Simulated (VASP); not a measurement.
# PtS2 (P-3m1) in VASP: a series of runs

Aim: see how the results for PtS2 move with the level of theory and the settings. Levels: PBE+D3(BJ), PBE+D4. Tasks: single point.

Program: VASP 6.6.1. These are calculated values, not measurements. Logs are shortened: lines on timing, memory, paths and dates and some standing lists are left out, and cuts for length are marked.

## Step 1: The cell of the first run

Symmetry: P-3m1, No. 164, trigonal system. The conventional cell has a = 3.583 Å, b = 3.583 Å, c = 4.661 Å, α = 90.00°, β = 90.00°, γ = 120.00°. Pt (site symmetry -3m) has 6 S at 2.39 Å within 3.2 Å. S (site symmetry 3m) has 3 Pt at 2.39 Å and 6 S at 3.05 to 3.18 Å within 3.2 Å.

## Step 2: Single point, PBE+D3(BJ)

File INCAR:

```
SYSTEM = PtS2
ALGO     = Normal         ! electronic algorithm
EDIFF    = 1E-6           ! SCF threshold, eV
ENCUT    = 500            ! plane-wave cutoff, eV
GGA      = PE             ! functional
GGA_COMPAT= .False.      
ISIF     = 2              ! what is computed and relaxed
ISMEAR   = -1             ! smearing method
IVDW     = 12             ! dispersion correction
LASPH    = .True.         ! aspherical terms in the spheres
LCHARG   = .False.        ! write CHGCAR
LREAL    = .False.        ! projectors in reciprocal space
LWAVE    = .False.        ! write WAVECAR
NBANDS   = 18             ! bands
NELM     = 120            ! most SCF steps
PREC     = Accurate       ! precision mode
SIGMA    = 0.02           ! smearing width, eV
```

File KPOINTS:

```
k-points
0
Gamma
  12 12 6
  0 0 0
```

File POSCAR:

```
PtS2
1.0
    3.5831026186      0.0000000000      0.0000000000
   -1.7915513093      3.1030578921      0.0000000000
    0.0000000000      0.0000000000      4.6606495818
Pt S
1 2
Direct
    0.0000000000      0.0000000000      0.0000000000
    0.3333333333      0.6666666667      0.2588494638
    0.6666666667      0.3333333333      0.7411505362
```

Potentials or basis: VASP PAW PBE potentials, release 64 (Pt, S).

Launch:

```
> cat potpaw_PBE.64/Pt/POTCAR potpaw_PBE.64/S/POTCAR > POTCAR
> mpirun -np 1 vasp_std > vasp.out
```

OUTCAR:

```text
SYSTEM = PtS2
   EDIFF = 1E-6
   ENCUT = 500
   GGA = PE
   ISIF = 2
   ISMEAR = -1
   IVDW = 12
   LASPH = .True.
   LREAL = .False.
   NELM = 120
   PREC = Accurate
 IVDW          = 12

 ion  position               nearest neighbor table
   1  0.000  0.000  0.000-   2 2.39   3 2.39   3 2.39   2 2.39   3 2.39   2 2.39
   2  0.333  0.667  0.259-   1 2.39   1 2.39   1 2.39
   3  0.667  0.333  0.741-   1 2.39   1 2.39   1 2.39

  LATTYP: Found a hexagonal cell.
 ALAT       =     3.5831026186
 C/A-ratio  =     1.3007301431

  Lattice vectors:

 A1 = (   3.5831026186,   0.0000000000,   0.0000000000)
 A2 = (  -1.7915513093,   3.1030578921,   0.0000000000)
 A3 = (   0.0000000000,   0.0000000000,   4.6606495818)

Analysis of symmetry for initial positions (statically):
=====================================================================
 Subroutine PRICEL returns:
 Original cell was already a primitive cell.

 Routine SETGRP: Setting up the symmetry group for a
 hexagonal supercell.

 Subroutine GETGRP returns: Found 12 space group operations
 (whereof 12 operations were pure point group operations)
 out of a pool of 24 trial point group operations.

The static configuration has the point symmetry D_3d.

Analysis of symmetry for dynamics (positions and initial velocities):
=====================================================================
 Subroutine PRICEL returns:
 Original cell was already a primitive cell.

 Routine SETGRP: Setting up the symmetry group for a
 hexagonal supercell.

 Subroutine GETGRP returns: Found 12 space group operations
 (whereof 12 operations were pure point group operations)
 out of a pool of 24 trial point group operations.

The dynamic configuration has the point symmetry D_3d.

 Subroutine INISYM returns: Found 12 space group operations
 (whereof 12 operations are pure point group operations),
 and found     1 'primitive' translations

----------------------------------------------------------------------------------------

                                     Primitive cell

  volume of cell :      51.8198

  direct lattice vectors                    reciprocal lattice vectors
     3.583102619  0.000000000  0.000000000     0.279087737  0.161131380  0.000000000
    -1.791551309  3.103057892  0.000000000     0.000000000  0.322262760  0.000000000
     0.000000000  0.000000000  4.660649582     0.000000000  0.000000000  0.214562366

  length of vectors
     3.583102619  3.583102619  4.660649582     0.322262760  0.322262760  0.214562366

  position of ions in fractional coordinates (direct lattice)
     0.000000000  0.000000000  0.000000000
     0.333333333  0.666666667  0.258849464
     0.666666667  0.333333333  0.741150536

  ion indices of the primitive-cell ions
   primitive index   ion index
                 1           1
                 2           2
                 3           3

----------------------------------------------------------------------------------------

 KPOINTS: k-points

Automatic generation of k-mesh.
 Grid dimensions read from file:
 generate k-points for:   12   12    6

 Generating k-lattice:

  Cartesian coordinates                     Fractional coordinates (reciprocal lattice)
     0.023257311  0.013427615  0.000000000     0.083333333  0.000000000  0.000000000
     0.000000000  0.026855230  0.000000000     0.000000000  0.083333333  0.000000000
     0.000000000  0.000000000  0.035760394     0.000000000  0.000000000  0.166666667

  Length of vectors
     0.026855230  0.026855230  0.035760394

  Shift w.r.t. Gamma in fractional coordinates (k-lattice)
     0.000000000  0.000000000  0.000000000

 Subroutine IBZKPT returns following result:
 ===========================================

 Found    100 irreducible k-points:

 Following reciprocal coordinates:
            Coordinates               Weight
  0.000000  0.000000  0.000000      1.000000
  0.083333 -0.000000  0.000000      6.000000
  0.166667  0.000000  0.000000      6.000000
  0.250000 -0.000000  0.000000      6.000000
  0.333333 -0.000000  0.000000      6.000000
  0.416667 -0.000000  0.000000      6.000000
[... 16 lines left out ...]
  0.166667  0.000000  0.166667      6.000000
  0.000000  0.166667  0.166667      6.000000
 [... further k-points ...]
   k-points           NKPTS =    100   k-points in BZ     NKDIM =    100   number of bands    NBANDS=     18
   number of dos      NEDOS =    301   number of ions     NIONS =      3
   total plane-waves  NPLWV =  28224
   dimension x,y,z NGX =    28 NGY =   28 NGZ =   36
   dimension x,y,z NGXF=    56 NGYF=   56 NGZF=   72
   ions per type =               1   2
   NGX,Y,Z   is equivalent  to a cutoff of  12.99, 12.99, 12.84 a.u.
   NGXF,Y,Z  is equivalent  to a cutoff of  25.98, 25.98, 25.68 a.u.
 SYSTEM =  PtS2
   PREC   = accura    normal or accurate (medium, high low for compatibility)
   ISTART =      0    job   : 0-new  1-cont  2-samecut
   ICHARG =      2    charge: 1-file 2-atom 10-const
   ISPIN  =      1    spin polarized calculation?
   LNONCOLLINEAR =      F non collinear calculations
   LSORBIT =      F    spin-orbit coupling
   LASPH  =      T    aspherical Exc in radial PAW
   ENCUT  =  500.0 eV  36.75 Ry    6.06 a.u.   6.53  6.53  8.50*2*pi/ulx,y,z
   NELM   =    120;   NELMIN=  2; NELMDL= -5     # of ELM steps
   EDIFF  = 0.1E-05   stopping-criterion for ELM
   LREAL  =      F    real-space projection
[... 7 lines left out ...]
   TEBEG  =    0.0;   TEEND  =   0.0 temperature during run
   PSTRESS=    0.0 pullay stress
   NELECT =      22.0000    total number of electrons
   NUPDOWN=      -1.0000    fix difference up-down
   EMIN   =  10.00;   EMAX   =-10.00  energy-range for DOS
   EFERMI =   0.00;   METHOD = LEGACY
   ISMEAR =    -1;   SIGMA  =   0.02  broadening in eV -4-tet -1-fermi 0-gaus
   EFERMI_NEDOS =   21; number of points for ismear=-14 and -15
   IALGO  =     38    algorithm
   IMIX   =      4    mixing-type and parameters
     AMIX     =   0.40;   BMIX     =  1.00
     AMIX_MAG =   1.60;   BMIX_MAG =  1.00
  volume/ion in A,a.u.               =      17.27       116.57
  Fermi-wavevector in a.u.,A,eV,Ry     =   1.230412  2.325141 20.598044  1.513914
  Thomas-Fermi vector in A             =   2.365261
   LORBIT       =      0    0 simple, 1 ext, 2 COOP (PROOUT), +10 PAW based schemes
   GGA     = PE    functional components
   LHFCALC =     F    Hartree Fock is set to
   AEXX    =    0.0000 exact exchange contribution
   IVDW    =    12    specifies the selected vdW correction
   LEPSILON=     F    determine dielectric tensor
   LRPA    =     F    only Hartree local field effects (RPA)
 non-spin polarized calculation
  energy-cutoff  :      500.00
  volume of cell :       51.82
 maximum number of plane-waves:      1348
 NGX is ok and might be reduce to    28
   NGX = 13   NGY = 13   NGZ = 17

 number of electron      21.9999997 magnetization

 Free energy of the ion-electron system (eV)
  ---------------------------------------------------
  ext. energy  EPLUGINS =         0.00000000
  ---------------------------------------------------
  free energy    TOTEN  =       -15.31542541 eV

  energy without entropy =      -15.31532735  energy(sigma->0) =      -15.31537638

 E-fermi :   8.0293     XC(G=0): -11.0469

 val. band max:        8.0133759861   @ k =   0.0000   0.0000   0.0000
 cond. band min:       8.0925544808   @ k =   0.1667   0.1667   0.5000
 fundamental gap:      0.0791784946
 Fermi energy:         8.0293365485

 k-point     1 :       0.0000    0.0000    0.0000
  band No.  band energies     occupation
      1      -7.9870      2.00000
      2      -4.5587      2.00000
      3       0.3398      2.00000
      4       0.8947      2.00000
      5       0.8947      2.00000
      6       3.7358      2.00000
[... 10 lines left out ...]
     17      15.3560      0.00000
     18      20.3163      0.00000

 k-point     2 :       0.0833   -0.0000    0.0000
  band No.  band energies     occupation
      1      -7.9001      2.00000
      2      -4.6228      2.00000
      3       0.4372      2.00000
      4       0.9527      2.00000
      5       0.9919      2.00000
      6       3.6089      2.00000
[... 10 lines left out ...]
     17      15.6125      0.00000
     18      18.9395      0.00000

 k-point     3 :       0.1667    0.0000    0.0000
  band No.  band energies     occupation
      1      -7.6478      2.00000
      2      -4.7931      2.00000
      3       0.7124      2.00000
      4       1.1139      2.00000
      5       1.2629      2.00000
      6       3.1659      2.00000
[... 10 lines left out ...]
     17      16.2473      0.00000
     18      17.5128      0.00000

 k-point     4 :       0.2500   -0.0000    0.0000
  band No.  band energies     occupation
      1      -7.2570      2.00000
      2      -5.0222      2.00000
      3       1.0941      2.00000
      4       1.3354      2.00000
      5       1.6291      2.00000
      6       2.4463      2.00000
[... 10 lines left out ...]
     17      16.4386      0.00000
     18      16.6830      0.00000

 k-point     5 :       0.3333   -0.0000    0.0000
  band No.  band energies     occupation
      1      -6.7781      2.00000
      2      -5.2725      2.00000
      3       1.0851      2.00000
      4       1.5415      2.00000
      5       1.7733      2.00000
      6       2.4553      2.00000
[... 10 lines left out ...]
     17      15.9030      0.00000
     18      16.7660      0.00000

 k-point     6 :       0.4167   -0.0000    0.0000
  band No.  band energies     occupation
      1      -6.2878      2.00000
      2      -5.5409      2.00000
      3       0.5009      2.00000
      4       1.6625      2.00000
      5       2.1025      2.00000
      6       3.1439      2.00000
[... 10 lines left out ...]
     17      15.6706      0.00000
     18      17.9489      0.00000

 k-point     7 :       0.5000   -0.0000    0.0000
  band No.  band energies     occupation
      1      -5.8813      2.00000
      2      -5.8513      2.00000
      3       0.2505      2.00000
      4       1.6968      2.00000
      5       2.2671      2.00000
      6       3.6951      2.00000
[... 10 lines left out ...]
     17      15.5902      0.00000
     18      19.1466      0.00000

 k-point     8 :       0.0833    0.0833    0.0000
  band No.  band energies     occupation
      1      -7.7305      2.00000
      2      -4.7394      2.00000
      3       0.6224      2.00000
      4       1.0698      2.00000
      5       1.1689      2.00000
      6       3.4280      2.00000
[... 10 lines left out ...]
     17      16.1371      0.00000
     18      17.7667      0.00000
[... 229 lines left out ...]
     17      16.4535      0.00000
     18      18.5423      0.00000

 k-point    20 :       0.0000    0.0000    0.1667
  band No.  band energies     occupation
      1      -7.8563      2.00000
      2      -4.9141      2.00000
      3       0.7933      2.00000
      4       0.9118      2.00000
      5       0.9118      2.00000
      6       3.7188      2.00000
[... 10 lines left out ...]
     17      15.2783      0.00000
     18      19.2390      0.00000

 k-point    21 :       0.0833   -0.0000    0.1667
  band No.  band energies     occupation
      1      -7.7702      2.00000
      2      -4.9540      2.00000
      3       0.6798      2.00000
      4       0.9905      2.00000
      5       1.1606      2.00000
      6       3.6152      2.00000
[... 10 lines left out ...]
     17      15.4554      0.00000
     18      18.1108      0.00000

 k-point    22 :       0.0000    0.0833    0.1667
  band No.  band energies     occupation
      1      -7.7717      2.00000
      2      -4.9477      2.00000
      3       0.6573      2.00000
      4       0.9463      2.00000
      5       1.2142      2.00000
      6       3.5451      2.00000
[... 10 lines left out ...]
     17      15.8861      0.00000
     18      17.9908      0.00000

 k-point    23 :       0.1667    0.0000    0.1667
  band No.  band energies     occupation
      1      -7.5172      2.00000
      2      -5.0755      2.00000
      3       0.7489      2.00000
      4       1.1703      2.00000
      5       1.5318      2.00000
      6       3.2464      2.00000
[... 10 lines left out ...]
     17      15.5287      0.00000
     18      16.9004      0.00000

 k-point    24 :       0.0000    0.1667    0.1667
  band No.  band energies     occupation
      1      -7.5303      2.00000
      2      -5.0304      2.00000
      3       0.6042      2.00000
      4       1.0773      2.00000
      5       1.6843      2.00000
      6       2.9729      2.00000
[... 10 lines left out ...]
     17      16.8586      0.00000
     18      16.8778      0.00000

 [... further k-points ...]

------------------------ aborting loop because EDIFF is reached ----------------------------------------

 Edisp (eV)   -1.35490

 E8    (eV) :    -0.5440

  FORCE on cell =-STRESS in cart. coord.  units (eV):
  Direction    XX          YY          ZZ          XY          YZ          ZX
  --------------------------------------------------------------------------------------
  -------------------------------------------------------------------------------------
  Total      -0.17102    -0.17102    -0.09812     0.00000     0.00000     0.00000
  in kB      -5.28760    -5.28760    -3.03376     0.00000     0.00000     0.00000
  external pressure =       -4.54 kB  Pullay stress =        0.00 kB

 VOLUME and BASIS-vectors are now :
 -----------------------------------------------------------------------------
  energy-cutoff  :      500.00
  volume of cell :       51.82
      direct lattice vectors                 reciprocal lattice vectors
     3.583102619  0.000000000  0.000000000     0.279087737  0.161131380  0.000000000
    -1.791551309  3.103057892  0.000000000     0.000000000  0.322262760  0.000000000
     0.000000000  0.000000000  4.660649582     0.000000000  0.000000000  0.214562366

 POSITION                                       TOTAL-FORCE (eV/Angst)
 -----------------------------------------------------------------------------------
      0.00000      0.00000      0.00000         0.000000      0.000000      0.000000
     -0.00000      2.06871      1.20641         0.000000     -0.000000     -0.040783
      1.79155      1.03435      3.45424        -0.000000      0.000000      0.040783
 -----------------------------------------------------------------------------------
    total drift:                               -0.000000     -0.000000      0.000000

  FREE ENERGIE OF THE ION-ELECTRON SYSTEM (eV)
  ---------------------------------------------------
  free  energy   TOTEN  =       -16.6703264370 eV

  energy  without entropy=      -16.6702283838  energy(sigma->0) =      -16.67027741
```

Wall time 34 s (1 thread of Intel Xeon 6975P-C (Granite Rapids), shared host); peak memory 0.24 GiB.

Results:

* Free energy: -16.6703 eV
* Pressure: -0.5 GPa
* Largest force: 0.041 eV/Å
* Band gap on the k mesh: 0.08 eV (least direct gap 0.94 eV)
* Dispersion energy per atom: -0.452 eV

Forces on the atoms (eV/Å):
```
Pt   0.000  0.000  0.000
S    0.000  0.000 -0.041
S    0.000  0.000  0.041
```

Stress tensor (GPa, compression positive):
```
-0.53  0.00  0.00
 0.00 -0.53  0.00
 0.00  0.00 -0.30
```

Levels at points of the mesh, in eV from the valence-band top:
```
           k point  band 7  band 8  band 9  band 10  band 11  band 12  band 13  band 14  band 15  band 16
(0.00, 0.00, 0.00)   -4.28   -2.53   -1.64    -1.64     0.00     1.11     1.11     3.57     4.96     7.34
(0.50, 0.00, 0.00)   -4.14   -4.10   -3.63    -3.55    -3.01     0.71     2.25     5.21     6.26     7.21
(0.00, 0.00, 0.50)   -4.34   -3.32   -2.18    -2.18    -1.59     2.20     2.20     5.25     6.78     6.79
(0.50, 0.00, 0.50)   -3.68   -3.66   -3.29    -3.22    -1.59     0.72     1.59     4.83     5.04     7.60
```

Caveat: spin-orbit coupling is left out, which moves the levels of the heavy elements.

## Step 3: Single point, PBE+D4

This run uses another cell than the first one, of 17.37 Å³/atom.

File INCAR:

```
SYSTEM = PtS2
PREC = Accurate
ENCUT = 500
EDIFF = 1E-6
ISMEAR = -1
SIGMA = 0.02
LREAL = .False.
LASPH = .True.
NELM = 120
ALGO = Normal
ISIF = 2
LWAVE = .False.
LCHARG = .False.
GGA = PE
IVDW = 13
NBANDS = 18
GGA_COMPAT = .False.
```

File KPOINTS:

```
Automatic mesh
0
Gamma
  12 12 6
  0 0 0
```

File POSCAR:

```
PtS2
1.0
    3.5840119990      0.0000000000      0.0000000000
   -1.7920059995      3.1038454386      0.0000000000
    0.0000000000      0.0000000000      4.6847459408
Pt S
1 2
Direct
    0.0000000000      0.0000000000      0.0000000000
    0.3333333333      0.6666666667      0.2577040148
    0.6666666667      0.3333333333      0.7422959852
```

Potentials or basis: VASP PAW PBE potentials, release 64 (Pt, S).

Launch:

```
> cat potpaw_PBE.64/Pt/POTCAR potpaw_PBE.64/S/POTCAR > POTCAR
> mpirun -np 1 vasp_std > vasp.out
```

It took 30 s on 1 thread of Intel Xeon 6975P-C (Granite Rapids), shared host; peak memory 0.23 GiB.

The run converged. Its results:

- Free energy: -16.7107 eV
- Pressure: -0.5 GPa
- Largest force: 0.039 eV/Å
- Band gap on the k mesh: 0.12 eV (least direct gap 0.93 eV)
- Dispersion energy per atom: -0.462 eV

Forces in eV/Å, atoms in the order of the input:
```
Pt   0.000  0.000  0.000
S    0.000  0.000 -0.039
S    0.000  0.000  0.039
```

Stress tensor (GPa, compression positive):
```
-0.53  0.00  0.00
 0.00 -0.53  0.00
 0.00  0.00 -0.30
```

Levels at points of the mesh, in eV from the valence-band top:
```csv
k point,band 7,band 8,band 9,band 10,band 11,band 12,band 13,band 14,band 15,band 16
"(0.00, 0.00, 0.00)",-4.24,-2.50,-1.61,-1.61,0.00,1.17,1.17,3.64,4.97,7.38
"(0.50, 0.00, 0.00)",-4.08,-4.04,-3.60,-3.51,-2.97,0.75,2.26,5.21,6.27,7.26
"(0.00, 0.00, 0.50)",-4.30,-3.28,-2.12,-2.12,-1.56,2.22,2.22,5.27,6.78,6.84
"(0.50, 0.00, 0.50)",-3.65,-3.62,-3.25,-3.20,-1.58,0.77,1.61,4.87,5.03,7.60
```

Caveat: spin-orbit coupling is left out, which moves the levels of the heavy elements. A k mesh can miss the band edges.
